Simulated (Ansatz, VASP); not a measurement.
**Two plane-wave programs on RbBr**

File INCAR:

```
SYSTEM = RbBr
ALGO = Normal ; EDIFF = 1E-6
ENCUT = 500 ; GGA = PS
GGA_COMPAT = .False. ; ISIF = 2
ISMEAR = 0 ; LASPH = .True.
LCHARG = .False. ; LREAL = .False.
LWAVE = .False. ; NBANDS = 15
NELM = 120 ; PREC = Accurate
SIGMA = 0.02
```

File KPOINTS:

```
k-points
0
Gamma
  6 6 6
  0 0 0
```

Contents of POSCAR:

```
RbBr
1.0
    4.2732804708      0.0000000000      0.0000000000
    0.0000000000      4.2732804708      0.0000000000
    0.0000000000      0.0000000000      4.2732804708
Rb Br
1 1
Direct
    0.0000000000      0.0000000000      0.0000000000
    0.5000000000      0.5000000000      0.5000000000
```

Input for Ansatz:

```yaml
crystal:
  lattice:
    - [4.2732804708, 0.0, 0.0]
    - [0.0, 4.2732804708, 0.0]
    - [0.0, 0.0, 4.2732804708]
  atoms:
    - { symbol: Rb, position: [0.0, 0.0, 0.0] }
    - { symbol: Br, position: [0.5, 0.5, 0.5] }
basis:
  ecutwfc: 420
kpoints:
  mp_grid: { grid: [6, 6, 6] }
hamiltonian:
  xc: pbesol
scf:
  occupations: { method: gaussian, width: 0.02 }
output:
  forces: true
  stress: true
  eigenvalues: true
```

Alike in both runs: task single point; functional PBEsol; k mesh 6 × 6 × 6; occupations gaussian, width 0.02 eV; no spin polarisation.

|  | VASP | Ansatz |
| --- | --- | --- |
| version | VASP 6.6.1 | Ansatz 0.2.0 |
| potentials or method | VASP PAW PBE potentials, release 64 (Rb_sv, Br), cutoff 500 eV | scalar-relativistic, plane waves, PAW |
| valence electrons in the cell | 16 | 16 |

|  | VASP | Ansatz | Ansatz less VASP |
| --- | --- | --- | --- |
| gap on the k mesh at the Fermi level (eV) | 3.60 | 3.60 | 0.000 |
| least direct gap on the mesh (eV) | 3.75 | 3.75 | -0.001 |
| pressure (GPa) | -1.7 | -1.7 | -0.02 |

VASP's potentials were made for PBE, not for PBEsol.
